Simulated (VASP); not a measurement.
# TiSi16 (a cell with a defect) in VASP: further runs

The runs below take TiSi16 (a cell with a defect) through single point, with PBE.

Everything below comes from runs of VASP 6.6.1. Logs are shortened: lines on timing, memory, paths and dates and some standing lists are left out, and cuts for length are marked.

## 1. The cell of the first run

The cell holds a defect, 17 atoms: a = 7.679 Å, b = 7.679 Å, c = 7.679 Å, α = 60.00°, β = 60.00°, γ = 60.00°.

## 2. Single point, PBE

File INCAR:

```
SYSTEM = TiSi16
PREC = Accurate ; ENCUT = 520
EDIFF = 1E-6 ; ISMEAR = 0
SIGMA = 0.02 ; LREAL = Auto
LASPH = .TRUE. ; NELM = 60
ALGO = Normal ; ISIF = 2
LWAVE = .FALSE. ; LCHARG = .FALSE.
GGA = PE ; NBANDS = 52
```

File KPOINTS:

```
regular mesh
0
G
  2 2 2
  0 0 0
```

File POSCAR:

```
TiSi16
1.0
    0.0000000000      5.4300000000      5.4300000000
    5.4300000000      0.0000000000      5.4300000000
    5.4300000000      5.4300000000      0.0000000000
Si Ti
16 1
Direct
   -0.0014076443     -0.0137625535      0.0159473731
    0.1265509329      0.1194412413      0.1378693565
   -0.0058086857     -0.0032234600      0.5115994405
    0.1235426196      0.1189051638      0.6336245271
    0.0040120480      0.5004643287      0.0146572851
    0.1188715319      0.6242435219      0.1392122639
   -0.0016705707      0.5013810893      0.5010224708
    0.1270893509      0.6229761362      0.6339305628
    0.4992502769     -0.0034097486      0.0042185274
    0.6160202216      0.1188534983      0.1377998049
    0.4969771363     -0.0033602602      0.5114491106
    0.6235522867      0.1184926772      0.6336120561
    0.4816236907      0.4998815119      0.0138942809
    0.6200245780      0.6226976166      0.1374460870
    0.4995144305      0.4890087329      0.5110855696
    0.6157124018      0.6229437689      0.6332471844
    0.8699890947      0.3727928353     -0.1126380007
```

Potentials or basis: VASP PAW PBE potentials, release 64 (Si, Ti_sv).

Command:

```sh
$ cat potpaw_PBE.64/Si/POTCAR potpaw_PBE.64/Ti_sv/POTCAR > POTCAR
$ mpirun -np 1 vasp_std > vasp.out
```

OUTCAR:

```text
SYSTEM = TiSi16
   PREC = Accurate
   ENCUT = 520
   EDIFF = 1E-6
   ISMEAR = 0
   LREAL = Auto
   LASPH = .TRUE.
   NELM = 60
   ISIF = 2
   GGA = PE

 ion  position               nearest neighbor table
   1  0.999  0.986  0.016-   6 2.27   4 2.40  10 2.40   2 2.40  17 2.42
   2  0.127  0.119  0.138-   9 2.34   3 2.34   5 2.39   1 2.40  17 2.75
   3  0.994  0.997  0.512-  12 2.32   4 2.34   2 2.34   8 2.34
   4  0.124  0.119  0.634-  11 2.34   3 2.34   1 2.40   7 2.40  17 2.76
   5  0.004  0.500  0.015-   6 2.28   8 2.39   2 2.39  14 2.41  17 2.44
   6  0.119  0.624  0.139-   7 2.27   1 2.27  13 2.28   5 2.28
   7  0.998  0.501  0.501-   6 2.27   4 2.40  16 2.40   8 2.40  17 2.42
   8  0.127  0.623  0.634-  15 2.34   3 2.34   5 2.39   7 2.40  17 2.75
   9  0.499  0.997  0.004-  12 2.32  10 2.34   2 2.34  14 2.35
  10  0.616  0.119  0.138-   9 2.34  11 2.34  13 2.39   1 2.40  17 2.76
  11  0.497  0.997  0.511-  12 2.32   4 2.34  10 2.34  16 2.34
  12  0.624  0.118  0.634-  15 2.32  11 2.32   9 2.32   3 2.32
  13  0.482  0.500  0.014-   6 2.28  16 2.39  10 2.39  14 2.41  17 2.44
  14  0.620  0.623  0.137-  15 2.34   9 2.35   5 2.41  13 2.41  17 2.71
  15  0.500  0.489  0.511-  12 2.32  16 2.34   8 2.34  14 2.34
  16  0.616  0.623  0.633-  15 2.34  11 2.34  13 2.39   7 2.40  17 2.76
  17  0.870  0.373  0.887-   7 2.42   1 2.42  13 2.44   5 2.44  14 2.71   2 2.75   8 2.75   4 2.76
                            10 2.76  16 2.76

  LATTYP: Found a face centered cubic cell.
 ALAT       =    10.8600000000

  Lattice vectors:

 A1 = (   0.0000000000,   5.4300000000,   5.4300000000)
 A2 = (   5.4300000000,   0.0000000000,   5.4300000000)
 A3 = (   5.4300000000,   5.4300000000,   0.0000000000)

Analysis of symmetry for initial positions (statically):
=====================================================================
 Subroutine PRICEL returns:
 Original cell was already a primitive cell.

 Routine SETGRP: Setting up the symmetry group for a
 face centered cubic supercell.

 Subroutine GETGRP returns: Found  1 space group operations
 (whereof  1 operations were pure point group operations)
 out of a pool of 48 trial point group operations.

The static configuration has the point symmetry C_1 .

Analysis of symmetry for dynamics (positions and initial velocities):
=====================================================================
 Subroutine PRICEL returns:
 Original cell was already a primitive cell.

 Routine SETGRP: Setting up the symmetry group for a
 face centered cubic supercell.

 Subroutine GETGRP returns: Found  1 space group operations
 (whereof  1 operations were pure point group operations)
 out of a pool of 48 trial point group operations.

The dynamic configuration has the point symmetry C_1 .

 Subroutine INISYM returns: Found  1 space group operations
 (whereof  1 operations are pure point group operations),
 and found     1 'primitive' translations

----------------------------------------------------------------------------------------

                                     Primitive cell

  volume of cell :     320.2060

  direct lattice vectors                    reciprocal lattice vectors
     0.000000000  5.430000000  5.430000000    -0.092081031  0.092081031  0.092081031
     5.430000000  0.000000000  5.430000000     0.092081031 -0.092081031  0.092081031
     5.430000000  5.430000000  0.000000000     0.092081031  0.092081031 -0.092081031

  length of vectors
     7.679179644  7.679179644  7.679179644     0.159489025  0.159489025  0.159489025

  position of ions in fractional coordinates (direct lattice)
     0.998592356  0.986237446  0.015947373
     0.126550933  0.119441241  0.137869356
     0.994191314  0.996776540  0.511599440
     0.123542620  0.118905164  0.633624527
     0.004012048  0.500464329  0.014657285
     0.118871532  0.624243522  0.139212264
[... 9 lines left out ...]
     0.615712402  0.622943769  0.633247184
     0.869989095  0.372792835  0.887361999

  ion indices of the primitive-cell ions
   primitive index   ion index
                 1           1
                 2           2
                 3           3
                 4           4
                 5           5
                 6           6
[... 9 lines left out ...]
                16          16
                17          17

----------------------------------------------------------------------------------------

 KPOINTS: regular mesh

Automatic generation of k-mesh.
 Grid dimensions read from file:
 generate k-points for:    2    2    2

 Generating k-lattice:

  Cartesian coordinates                     Fractional coordinates (reciprocal lattice)
    -0.046040516  0.046040516  0.046040516     0.500000000  0.000000000  0.000000000
     0.046040516 -0.046040516  0.046040516     0.000000000  0.500000000  0.000000000
     0.046040516  0.046040516 -0.046040516     0.000000000  0.000000000  0.500000000

  Length of vectors
     0.079744512  0.079744512  0.079744512

  Shift w.r.t. Gamma in fractional coordinates (k-lattice)
     0.000000000  0.000000000  0.000000000

 Subroutine IBZKPT returns following result:
 ===========================================

 Found      8 irreducible k-points:

 Following reciprocal coordinates:
            Coordinates               Weight
  0.000000  0.000000  0.000000      1.000000
  0.500000  0.000000  0.000000      1.000000
  0.000000  0.500000  0.000000      1.000000
  0.000000  0.000000  0.500000      1.000000
  0.500000  0.500000  0.500000      1.000000
  0.500000  0.500000  0.000000      1.000000
  0.000000  0.500000  0.500000      1.000000
  0.500000  0.000000  0.500000      1.000000
   k-points           NKPTS =      8   k-points in BZ     NKDIM =      8   number of bands    NBANDS=     52
   number of dos      NEDOS =    301   number of ions     NIONS =     17
   total plane-waves  NPLWV = 216000
   dimension x,y,z NGX =    60 NGY =   60 NGZ =   60
   dimension x,y,z NGXF=   120 NGYF=  120 NGZF=  120
   ions per type =              16   1
   NGX,Y,Z   is equivalent  to a cutoff of  12.99, 12.99, 12.99 a.u.
   NGXF,Y,Z  is equivalent  to a cutoff of  25.98, 25.98, 25.98 a.u.
 SYSTEM =  TiSi16
   PREC   = accura    normal or accurate (medium, high low for compatibility)
   ISTART =      0    job   : 0-new  1-cont  2-samecut
   ICHARG =      2    charge: 1-file 2-atom 10-const
   ISPIN  =      1    spin polarized calculation?
   LNONCOLLINEAR =      F non collinear calculations
   LSORBIT =      F    spin-orbit coupling
   LASPH  =      T    aspherical Exc in radial PAW
   ENCUT  =  520.0 eV  38.22 Ry    6.18 a.u.  14.28 14.28 14.28*2*pi/ulx,y,z
   NELM   =     60;   NELMIN=  2; NELMDL= -5     # of ELM steps
   EDIFF  = 0.1E-05   stopping-criterion for ELM
   LREAL  =      T    real-space projection
   EDIFFG = 0.1E-04   stopping-criterion for IOM
   NSW    =      0    number of steps for IOM
   IBRION =     -1    ionic relax: 0-MD 1-quasi-New 2-CG
   NFREE  =      0    steps in history (QN), initial steepest desc. (CG)
   ISIF   =      2    stress and relaxation
   ISYM   =      2    0-nonsym 1-usesym 2-fastsym
   POTIM  = 0.5000    time-step for ionic-motion
   TEBEG  =    0.0;   TEEND  =   0.0 temperature during run
   PSTRESS=    0.0 pullay stress
   NELECT =      76.0000    total number of electrons
   NUPDOWN=      -1.0000    fix difference up-down
   EMIN   =  10.00;   EMAX   =-10.00  energy-range for DOS
   EFERMI =   0.00;   METHOD = LEGACY
   ISMEAR =     0;   SIGMA  =   0.02  broadening in eV -4-tet -1-fermi 0-gaus
   EFERMI_NEDOS =   21; number of points for ismear=-14 and -15
   IALGO  =     38    algorithm
   IMIX   =      4    mixing-type and parameters
     AMIX     =   0.40;   BMIX     =  1.00
     AMIX_MAG =   1.60;   BMIX_MAG =  1.00
  volume/ion in A,a.u.               =      18.84       127.11
  Fermi-wavevector in a.u.,A,eV,Ry     =   1.013607  1.915439 13.978610  1.027399
  Thomas-Fermi vector in A             =   2.146786
   LORBIT       =      0    0 simple, 1 ext, 2 COOP (PROOUT), +10 PAW based schemes
   GGA     = PE    functional components
   LHFCALC =     F    Hartree Fock is set to
   AEXX    =    0.0000 exact exchange contribution
   IVDW    =     0    specifies the selected vdW correction
   LEPSILON=     F    determine dielectric tensor
   LRPA    =     F    only Hartree local field effects (RPA)
 non-spin polarized calculation
 Gauss-broadening in eV      SIGMA  =   0.02
  energy-cutoff  :      520.00
  volume of cell :      320.21
 maximum number of plane-waves:      8646
 NGX is ok and might be reduce to    60
   NGX = 29   NGY = 29   NGZ = 29

 number of electron      76.0000002 magnetization

 Free energy of the ion-electron system (eV)
  ---------------------------------------------------
  ext. energy  EPLUGINS =         0.00000000
  ---------------------------------------------------
  free energy    TOTEN  =       -92.20445873 eV

  energy without entropy =      -92.20086294  energy(sigma->0) =      -92.20266083

 E-fermi :   6.9171     XC(G=0):  -9.7516

 val. band max:        6.9129263276   @ k =   0.0000   0.5000   0.0000
 cond. band min:       6.9178270489   @ k =   0.0000   0.0000   0.5000
 fundamental gap:      0.0049007213
 Fermi energy:         6.9171117942

 k-point     1 :       0.0000    0.0000    0.0000
  band No.  band energies     occupation
      1     -49.8864      2.00000
      2     -26.2736      2.00000
      3     -26.2570      2.00000
      4     -26.2439      2.00000
      5      -5.7204      2.00000
      6      -3.5124      2.00000
[... 42 lines left out ...]
     49       8.1784      0.00000
     50       8.4687      0.00000

 k-point     2 :       0.5000    0.0000    0.0000
  band No.  band energies     occupation
      1     -49.8864      2.00000
      2     -26.2736      2.00000
      3     -26.2570      2.00000
      4     -26.2439      2.00000
      5      -5.0132      2.00000
      6      -4.8006      2.00000
[... 310 lines left out ...]
 k-point     8 :       0.5000    0.0000    0.5000
  band No.  band energies     occupation
      1     -49.8864      2.00000
      2     -26.2736      2.00000
      3     -26.2570      2.00000
      4     -26.2439      2.00000
      5      -4.6940      2.00000
      6      -4.5986      2.00000
[... 42 lines left out ...]
     49       9.8743      0.00000
     50      10.5294      0.00000
 [bands above 50 left out]

------------------------ aborting loop because EDIFF is reached ----------------------------------------

  FORCE on cell =-STRESS in cart. coord.  units (eV):
  Direction    XX          YY          ZZ          XY          YZ          ZX
  --------------------------------------------------------------------------------------
  -------------------------------------------------------------------------------------
  Total        8.2228550      7.9167178      7.9313233      0.0183536      0.2302938     -0.0379816
  in kB       41.1437365     39.6119539     39.6850336      0.0918339      1.1522940     -0.1900441
  external PRESSURE =      40.1469080 kB  Pullay stress =       0.0000000 kB

 VOLUME and BASIS-vectors are now :
 -----------------------------------------------------------------------------
  energy-cutoff  :      520.00
  volume of cell :      320.21
      direct lattice vectors                 reciprocal lattice vectors
     0.000000000  5.430000000  5.430000000    -0.092081031  0.092081031  0.092081031
     5.430000000  0.000000000  5.430000000     0.092081031 -0.092081031  0.092081031
     5.430000000  5.430000000  0.000000000     0.092081031  0.092081031 -0.092081031

 POSITION                                       TOTAL-FORCE (eV/Angst)
 -----------------------------------------------------------------------------------
      5.44186      5.50895     10.77763        -0.002850      0.004690      0.001278
      1.39720      1.43580      1.33574         0.000086     -0.001192     -0.002571
      8.19048      8.17644     10.81096         0.000446     -0.000151      0.000781
      4.08624      4.11142      1.31649        -0.000637     -0.001223     -0.003007
      2.79711      0.10137      2.73931         0.000071      0.005195      0.004299
      4.14556      1.40140      4.03511        -0.000775     -0.005322     -0.003434
[... 9 lines left out ...]
      6.82112      6.78185      6.72590         0.003156     -0.002583      0.000895
      6.84264      9.54242      6.74831        -0.004768      0.005220     -0.000692
 -----------------------------------------------------------------------------------
    total drift:                               -0.006106      0.004166     -0.005511

  FREE ENERGIE OF THE ION-ELECTRON SYSTEM (eV)
  ---------------------------------------------------
  free  energy   TOTEN  =       -92.2044587262 eV

  energy  without entropy=      -92.2008629381  energy(sigma->0) =      -92.20266083
```

Wall time 6.4 min (1 thread of AMD EPYC 7R43 (Zen 3), shared host); peak memory 0.44 GiB.

What came out:

```
Free energy            : -92.2045 eV
Pressure               : 4.0 GPa
Largest force          : 0.007 eV/Å
Band gap on the k mesh : zero (band 38 reaches 6.96 eV, above the bottom of band 39 at 6.56 eV)
```

Forces in eV/Å, atoms in the order of the input:
```
Si  -0.003  0.005  0.001
Si   0.000 -0.001 -0.003
Si   0.000  0.000  0.001
Si  -0.001 -0.001 -0.003
Si   0.000  0.005  0.004
Si  -0.001 -0.005 -0.003
Si  -0.003  0.002  0.005
Si   0.001 -0.003  0.002
Si   0.000  0.000  0.000
Si   0.002 -0.001  0.000
Si  -0.001  0.000  0.001
Si   0.002  0.001 -0.001
Si   0.005  0.001 -0.002
Si  -0.001 -0.004 -0.002
Si   0.000 -0.001  0.000
Si   0.003 -0.003  0.001
Ti  -0.005  0.005 -0.001
```

Stress tensor (GPa, compression positive):
```
 4.11  0.01 -0.02
 0.01  3.96  0.12
-0.02  0.12  3.97
```

Levels at points of the mesh, in eV from the Fermi level:
```tsv
k point	band 36	band 37	band 38	band 39	band 40	band 41
(0.00, 0.00, 0.00)	-0.97	-0.42	-0.39	-0.36	-0.11	-0.06
(0.50, 0.00, 0.00)	-1.35	-0.26	0.04	0.07	0.45	0.45
(0.00, 0.50, 0.00)	-1.35	-0.28	0.00	0.07	0.45	0.47
(0.00, 0.00, 0.50)	-1.35	-0.28	0.00	0.07	0.45	0.47
(0.50, 0.50, 0.50)	-1.35	-0.25	0.04	0.06	0.45	0.45
(0.50, 0.50, 0.00)	-1.86	-0.69	-0.03	0.57	0.58	1.12
(0.00, 0.50, 0.50)	-1.88	-0.70	-0.03	0.57	0.62	1.11
(0.50, 0.00, 0.50)	-1.86	-0.69	-0.03	0.57	0.58	1.12
```

Caveat: the k points lie up to 0.50 Å⁻¹ apart.

## 3. Single point, PBE

File INCAR:

```
PREC = Accurate ; ENCUT = 520
EDIFF = 1E-6 ; ISMEAR = 0
SIGMA = 0.02 ; LREAL = Auto
LASPH = True ; NELM = 60
ALGO = Normal ; ISIF = 2
LWAVE = False ; LCHARG = False
GGA = PE ; NBANDS = 52
```

File KPOINTS:

```
Automatic mesh
0
Gamma
  2 2 2
```

File POSCAR:

```
TiSi16
1.0
    0.0000000000      5.4300000000      5.4300000000
    5.4300000000      0.0000000000      5.4300000000
    5.4300000000      5.4300000000      0.0000000000
Si Ti
16 1
Direct
   -0.0088711296      0.0019660136     -0.0028790937
    0.1234065396      0.1234664127      0.1263092623
   -0.0089288434      0.0019299379      0.5093901696
    0.1139359939      0.1359352457      0.6248133320
   -0.0089317070      0.5060703861      0.0013122966
    0.1134512428      0.6282744268      0.1301300414
   -0.0083672595      0.5064774098      0.5007955621
    0.1134548910      0.6282349136      0.6278564648
    0.4852200434      0.0005304843      0.0069692333
    0.6106028509      0.1250479533      0.1201045351
    0.4876247531      0.0023743748      0.5047682258
    0.6104668589      0.1249460619      0.6438955504
    0.4871275463      0.5059115255     -0.0024275965
    0.6086475190      0.6385348058      0.1263618923
    0.4871489916      0.5058239820      0.5092097598
    0.6210029248      0.6285570454      0.6250836819
    0.7373359942      0.2521067107      0.2550780928
```

Potentials or basis: VASP PAW PBE potentials, release 64 (Si, Ti_sv).

Command:

```sh
$ cat potpaw_PBE.64/Si/POTCAR potpaw_PBE.64/Ti_sv/POTCAR > POTCAR
$ mpirun -np 1 vasp_std > vasp.out
```

It took 6.8 min on 1 thread of AMD EPYC 7R43 (Zen 3), shared host; peak memory 0.44 GiB.

Results (log left out):

| Property | Result |
| --- | --- |
| Free energy | -92.2044 eV |
| Pressure | 4.0 GPa |
| Largest force | 0.012 eV/Å |
| Band gap on the k mesh | zero (band 38 reaches 6.96 eV, above the bottom of band 39 at 6.56 eV) |

Forces on the atoms (eV/Å):
```
Si   0.000  0.000  0.002
Si  -0.003  0.007  0.009
Si  -0.001 -0.004  0.002
Si   0.002  0.000  0.002
Si  -0.003  0.000 -0.004
Si   0.002  0.004 -0.002
Si   0.001 -0.003 -0.002
Si  -0.002  0.000 -0.003
Si  -0.002  0.000 -0.001
Si   0.000 -0.004 -0.005
Si  -0.002 -0.001  0.003
Si   0.004  0.003 -0.001
Si  -0.001  0.000  0.000
Si   0.000 -0.003  0.005
Si  -0.002 -0.001 -0.003
Si  -0.001  0.002  0.002
Ti   0.008 -0.001 -0.003
```

Stress tensor (GPa, compression positive):
```
 3.96  0.11 -0.01
 0.11  3.96  0.02
-0.01  0.02  4.14
```

Levels at points of the mesh, in eV from the Fermi level:
```tsv
k point	band 36	band 37	band 38	band 39	band 40	band 41
(0.00, 0.00, 0.00)	-0.97	-0.42	-0.39	-0.35	-0.11	-0.05
(0.50, 0.00, 0.00)	-1.35	-0.28	0.00	0.08	0.45	0.48
(0.00, 0.50, 0.00)	-1.35	-0.27	0.00	0.08	0.45	0.48
(0.00, 0.00, 0.50)	-1.34	-0.25	0.04	0.07	0.45	0.46
(0.50, 0.50, 0.50)	-1.34	-0.25	0.04	0.07	0.45	0.46
(0.50, 0.50, 0.00)	-1.88	-0.70	-0.02	0.57	0.62	1.11
(0.00, 0.50, 0.50)	-1.86	-0.68	-0.02	0.57	0.59	1.12
(0.50, 0.00, 0.50)	-1.86	-0.68	-0.02	0.57	0.59	1.12
```

Caveat: the k points lie up to 0.50 Å⁻¹ apart.
